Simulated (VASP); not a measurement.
A run of VASP 6.6.1:

The input INCAR:

```
  PREC = Accurate
  ENCUT = 520
  EDIFF = 1E-7
  ISMEAR = 1
  SIGMA = 0.1
  LREAL = F
  LASPH = T
  NELM = 100
  ALGO = Normal
  ISIF = 2
  LWAVE = F
  LCHARG = F
  GGA = PS
  NBANDS = 12
```

File KPOINTS:

```
Automatic mesh
0
Gamma
  23 23 23
```

POSCAR

```
Ag
1.0
    0.0000000000      2.0269701383      2.0269701383
    2.0269701383      0.0000000000      2.0269701383
    2.0269701383      2.0269701383      0.0000000000
Ag
1
Direct
    0.0000000000      0.0000000000      0.0000000000
```

Potentials or basis: VASP PAW PBE potentials, release 64 (Ag).

Launch:

```sh
$ cat potpaw_PBE.64/Ag/POTCAR > POTCAR
$ mpirun -np 1 vasp_std > vasp.out
```

Hardware: 1 thread of AMD EPYC 7R13 Processor (Zen 3), on a shared host.

Problem. Estimate the wall time of this run.

Solution. It took 66 s on 1 thread of AMD EPYC 7R13 Processor (Zen 3) (shared host), peak memory 0.16 GiB. Counts: scf iterations 12, k points 364.
